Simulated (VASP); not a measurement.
Input of a VASP 6.6.1 run:

Contents of INCAR:

```
ALGO     = Normal         # electronic algorithm
EDIFF    = 1E-7           # SCF threshold, eV
ENCUT    = 520            # plane-wave cutoff, eV
GGA      = PE             # functional
ISIF     = 2              # what is computed and relaxed
ISMEAR   = 0              # smearing method
LASPH    = True           # aspherical terms in the spheres
LCHARG   = False          # write CHGCAR
LREAL    = False          # projectors in reciprocal space
LWAVE    = False          # write WAVECAR
NBANDS   = 21             # bands
NELM     = 100            # most SCF steps
PREC     = Accurate       # precision mode
SIGMA    = 0.05           # smearing width, eV
```

The input KPOINTS:

```
k-points
0
Gamma
  6 6 6
```

The input POSCAR:

```
Ge
1.0
    0.0000000000      2.8836883182      2.8836883182
    2.8836883182      0.0000000000      2.8836883182
    2.8836883182      2.8836883182      0.0000000000
Ge
2
Direct
    0.5000000000      0.5000000000      0.5000000000
    0.7500000000      0.7500000000      0.7500000000
```

Potentials or basis: VASP PAW PBE potentials, release 64 (Ge_d).

Run with:

```console
$ cat potpaw_PBE.64/Ge_d/POTCAR > POTCAR
$ mpirun -np 1 vasp_std > vasp.out
```

Estimate the pressure.

-0.1 GPa.

What does it give for the band gap on the k mesh?

Zero (filled and empty bands touch).

Caveat: semilocal functionals underestimate gaps, so a narrow gap can read as zero.
